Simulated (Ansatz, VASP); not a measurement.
## Ta: VASP beside Ansatz

```
Ta
1.0
    -1.65128    1.65128    1.65128
     1.65128   -1.65128    1.65128
     1.65128    1.65128   -1.65128
Ta
1
Cartesian
  0.0000 0.0000 0.0000
```

Alike in both runs: functional PBE-based screened hybrid; k mesh 6 × 6 × 6; occupations fermi-dirac, width 0.05 eV; no spin polarisation.

```csv
,VASP,Ansatz
version,VASP 6.6.1,Ansatz 0.2.0
potentials or method,"VASP PAW PBE potentials, release 64 (Ta_pv)",Ansatz PAW
plane-wave cutoff (eV),520,420
valence electrons in the cell,11,13
task,single point,band structure
```

Ansatz gave:

| Item | Value |
| --- | --- |
| gap on the k mesh at the Fermi level (eV) | none |
| pressure (GPa) | 4.6 |

Question: Estimate VASP's values.

Answer: gap on the k mesh at the Fermi level (eV): none; pressure (GPa): 3.3.

VASP's potentials were made for PBE, not for PBE-based screened hybrid. A gap of «none» marks a metal or a gap that the smearing closes. The functional is the same, so the differences come from potentials, cutoffs and numerics. VASP's potentials hold 11 valence electrons a cell and Ansatz's 13, so a difference there can come from the potentials and not from the codes.

The k mesh is coarse, so the values compare programs but aren't converged. Spin-orbit coupling is off throughout.
